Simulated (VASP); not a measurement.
A run of VASP 6.6.1:

The input INCAR:

```
PREC     = Accurate       # precision mode
ENCUT    = 520            # plane-wave cutoff, eV
EDIFF    = 1E-7           # SCF threshold, eV
ISMEAR   = 0              # smearing method
SIGMA    = 0.1            # smearing width, eV
LREAL    = False          # projectors in reciprocal space
LASPH    = True           # aspherical terms in the spheres
NELM     = 60             # most SCF steps
ALGO     = Normal         # electronic algorithm
ISIF     = 2              # what is computed and relaxed
LWAVE    = False          # write WAVECAR
LCHARG   = False          # write CHGCAR
GGA      = PS             # functional
NBANDS   = 30             # bands
```

KPOINTS

```
Automatic mesh
0
Gamma
  10 10 10
```

Contents of POSCAR:

```
CuAu3
1.0
    3.8931218060      0.0000000000      0.0000000000
    0.0000000000      3.8931218060      0.0000000000
    0.0000000000      0.0000000000      3.8931218060
Cu Au
1 3
Direct
    0.0000000000      0.0000000000      0.0000000000
    0.0000000000      0.5000000000      0.5000000000
    0.5000000000      0.0000000000      0.5000000000
    0.5000000000      0.5000000000      0.0000000000
```

Potentials or basis: VASP PAW PBE potentials, release 64 (Cu, Au).

Launch:

```console
$ cat potpaw_PBE.64/Cu/POTCAR potpaw_PBE.64/Au/POTCAR > POTCAR
$ mpirun -np 1 vasp_std > vasp.out
```

Hardware: 1 thread of Intel(R) Xeon(R) 6975P-C (Granite Rapids) (shared host).

Q: Estimate the wall time of this run.

A: Wall time 44 s on 1 thread of Intel(R) Xeon(R) 6975P-C (Granite Rapids), with other jobs on the host, peak memory 0.22 GiB. Counts: scf iterations 16, k points 56.
